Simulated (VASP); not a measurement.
Cu4O, 5 atoms in the cell. It takes space group Pm-3m (No. 221, cubic). Conventional cell: a = 3.961 Å, b = 3.961 Å, c = 3.961 Å, α = 90.00°, β = 90.00°, γ = 90.00°. Cu (site symmetry m-3m) has 12 Cu at 2.80 Å and 8 O at 3.43 Å within 3.7 Å. Cu (site symmetry 4/mmm) has 2 O at 1.98 Å within 2.6 Å. Within 2.6 Å of O (site symmetry m-3m) lie 6 Cu at 1.98 Å. 

```yaml
Program: VASP 6.6.1
Task: single point
Functional: PBE
Potentials_or_basis: VASP PAW PBE potentials, release 64 (Cu, O)
Cutoff: 520 eV
k_mesh: 10 × 10 × 10
Occupations: gaussian, width 0.1 eV
Spin: no spin polarisation
Dipole_correction: no
Further_INCAR_settings: ALGO = Normal; EDIFF = 1e-06; NBANDS = 33
```

Potentials or basis: VASP PAW PBE potentials, release 64 (Cu, O).

The run is started by

```bash
$ cat potpaw_PBE.64/Cu/POTCAR potpaw_PBE.64/O/POTCAR > POTCAR
$ mpirun -np 1 vasp_std > vasp.out
```

Hardware: 1 thread of Intel(R) Xeon(R) 6975P-C (Granite Rapids), on a shared host.

**Question.** How long does it take, and how much memory?

**Answer.** Run time: 46 s on 1 thread of Intel(R) Xeon(R) 6975P-C (Granite Rapids) (shared host), peak memory 0.22 GiB. Counts: scf iterations 15, k points 56.
